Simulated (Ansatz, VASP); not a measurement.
**K3Br: VASP beside Ansatz**

```
CELL_PARAMETERS angstrom
6.64627 0.00000 0.00000
-3.32313 5.75584 0.00000
0.00000 0.00000 6.33263
ATOMIC_POSITIONS crystal
K 0.00000 0.00000 0.50000
K 0.33333 0.66667 0.00000
K 0.66667 0.33333 0.00000
Br 0.00000 0.00000 0.00000
```

Change from the starting cell: species swapped into the Li3N type (P6/mmm, No. 191).

Alike in both runs: task relaxation of cell and atoms; functional PBE; k mesh 12 × 12 × 8; occupations gaussian, width 0.1 eV; no spin polarisation.

```csv
,VASP,Ansatz
version,VASP 6.6.1,Ansatz 0.2.0
potentials or method,"VASP PAW PBE potentials, release 64 (K_sv, Br), cutoff 500 eV","scalar-relativistic, plane waves, PAW"
valence electrons in the cell,34,34
```

VASP gave:

```
gap on the k mesh at the Fermi level, each at its own relaxed structure (eV) : none
relaxed volume (Å³/atom)                                                     : 60.89
relaxed cell length with the largest relative difference (Å)                 : 6.667
```

Task: Which values does Ansatz return?

Result: gap on the k mesh at the Fermi level, each at its own relaxed structure (eV): none; relaxed volume (Å³/atom): 60.56; relaxed cell length with the largest relative difference (Å): 6.646.

A gap of «none» marks a metal or a gap that the smearing closes.
